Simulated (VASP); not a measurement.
A run of VASP 6.6.1:

INCAR

```
  ALGO = Fast
  EDIFF = 1E-6
  ENCUT = 520
  GGA = PE
  ISIF = 2
  ISMEAR = 0
  LASPH = True
  LCHARG = False
  LREAL = False
  LWAVE = False
  NBANDS = 56
  NELM = 80
  PREC = Accurate
  SIGMA = 0.1
```

The input KPOINTS:

```
k-points
0
Gamma
  6 6 10
```

File POSCAR:

```
Lu3Pt2
1.0
    7.4129166543      0.0000000000      0.0000000000
   -3.7064583271      6.4197741387      0.0000000000
    0.0000000000      0.0000000000      3.6565572265
Lu Pt
3 2
Direct
    0.5000000000      0.0000000000      0.0000000000
    0.0000000000      0.5000000000      0.0000000000
    0.5000000000      0.5000000000      0.0000000000
    0.3333333333      0.6666666667      0.5000000000
    0.6666666667      0.3333333333      0.5000000000
```

Potentials or basis: VASP PAW PBE potentials, release 64 (Lu, Pt).

Command:

```console
$ cat potpaw_PBE.64/Lu/POTCAR potpaw_PBE.64/Pt/POTCAR > POTCAR
$ mpirun -np 1 vasp_std > vasp.out
```

Hardware: 1 thread of Intel(R) Xeon(R) Platinum 8259CL CPU @ 2.50GHz (Skylake/Cascade Lake) (shared host).

**Question.** How long does it take, and how much memory?

**Answer.** Wall time 25 min on 1 thread of Intel(R) Xeon(R) Platinum 8259CL CPU @ 2.50GHz (Skylake/Cascade Lake), with other jobs on the host, peak memory 0.53 GiB. Counts: scf iterations 46, k points 42.
